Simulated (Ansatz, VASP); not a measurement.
Two plane-wave programs on Sb3Pt

```
CELL_PARAMETERS angstrom
4.55506 0.00000 0.00000
0.00000 4.55506 0.00000
0.00000 0.00000 4.55506
ATOMIC_POSITIONS crystal
Sb 0.00000 0.50000 0.50000
Sb 0.50000 0.00000 0.50000
Sb 0.50000 0.50000 0.00000
Pt 0.00000 0.00000 0.00000
```

Alike in both runs: functional PBE; k mesh 10 × 10 × 10; occupations gaussian, width 0.1 eV; no spin polarisation.

Ansatz relaxed the structure, and its values are those at the end. VASP's run is a single point on that final structure, the one shown.

|  | VASP | Ansatz |
| --- | --- | --- |
| version | VASP 6.6.1 | Ansatz 0.2.0 |
| potentials or method | VASP PAW PBE potentials, release 64 (Sb, Pt), cutoff 520 eV | scalar-relativistic, plane waves, PAW |
| valence electrons in the cell | 25 | 63 |

|  | VASP | Ansatz | Ansatz less VASP |
| --- | --- | --- | --- |
| gap on the k mesh at the Fermi level (eV) | none | none | - |
| pressure (GPa) | -0.2 | 0.0 | +0.19 |

A gap of «none» marks a metal or a gap that the smearing closes. The functional is the same, so the differences come from potentials, cutoffs and numerics. VASP's potentials hold 25 valence electrons a cell and Ansatz's 63, so a difference there can come from the potentials and not from the codes.

Spin-orbit coupling is off throughout.
